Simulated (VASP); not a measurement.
A run of VASP 6.6.1 is set up as follows.

INCAR

```
ALGO = Normal
EDIFF = 1E-6
ENCUT = 520
GGA = PE
ISIF = 2
ISMEAR = -1
ISPIN = 2
ISYM = 0
LASPH = T
LCHARG = F
LMAXMIX = 4
LORBIT = 11
LREAL = F
LWAVE = F
MAGMOM = 4 -4
NBANDS = 19
NELM = 150
PREC = Accurate
SIGMA = 0.1
```

File KPOINTS:

```
k-points
0
Gamma
  7 12 10
```

Contents of POSCAR:

```
Fe
1.0
   -1.7475000000     -3.4950000000     -1.7475000000
   -1.7475000000      0.0000000000     -1.7475000000
    1.7475000000      0.0000000000     -1.7475000000
Fe
2
Direct
    0.0000000000      0.0000000000      0.0000000000
    0.5000000000      0.0000000000      0.5000000000
```

Potentials or basis: VASP PAW PBE potentials, release 64 (Fe).

Run with:

```console
$ cat potpaw_PBE.64/Fe/POTCAR > POTCAR
$ mpirun -np 1 vasp_std > vasp.out
```

(1) Predict the pressure.

(2) What does it give for the band gap on the k mesh?

(3) Predict the site moments.

(4) Predict the net moment.

Answers

(1) -0.7 GPa.

(2) zero (filled and empty bands overlap).

(3) Fe +1.36, -1.36 μB.

(4) 0.00 μB per cell.

Caveat: the stress differs along the axes, from -5 to 8 GPa; the antiferromagnetic order is the one typed at the start, and another may lie lower.
